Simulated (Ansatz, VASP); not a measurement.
## One calculation of Li5F, two programs

```
Li F
1.0
     3.21952    0.00000    0.00000
    -0.02942    5.46505    0.00000
    -0.10302   -0.56040   11.92660
Li F
10 2
Direct
  0.28577 0.15930 0.38167
  0.87120 0.33112 0.00370
  0.35466 0.79706 0.99533
  0.28164 0.81693 0.62170
  0.88995 0.70022 0.41614
  0.85299 0.97645 0.82604
  0.84990 0.99000 0.16935
  0.89784 0.27191 0.58505
  0.38985 0.51476 0.21630
  0.41003 0.46559 0.78650
  0.85492 0.98982 0.99830
  0.06126 0.98684 0.49991
```

Change from the starting cell: the structure that the rattled cell fell into.

Alike in both runs: task single point; functional PBE; k mesh 6 × 4 × 2; occupations gaussian, width 0.1 eV; collinear spin.

|  | VASP | Ansatz |
| --- | --- | --- |
| version | VASP 6.6.1 | Ansatz 0.2.0 |
| potentials or method | VASP PAW PBE potentials, release 64 (Li_sv, F), cutoff 520 eV | scalar-relativistic, plane waves, PAW |
| valence electrons in the cell | 44 | 44 |

VASP gave:

| Property | Result |
| --- | --- |
| gap on the k mesh at the Fermi level (eV) | none |
| rms of the force components (eV/Å) | 0.026 |
| net moment per atom (μB) | 0.00 |

Task: Which values does Ansatz return?

Result: gap on the k mesh at the Fermi level (eV): none; rms of the force components (eV/Å): 0.027; net moment per atom (μB): 0.00.

Atom by atom the forces differ by 0.004 eV/Å (rms over components). A gap of «none» marks a metal or a gap that the smearing closes. Ansatz's warnings: seeded moment not kept.

Noted on VASP's run: the cutoff is short for stress, so the pressure is rough.
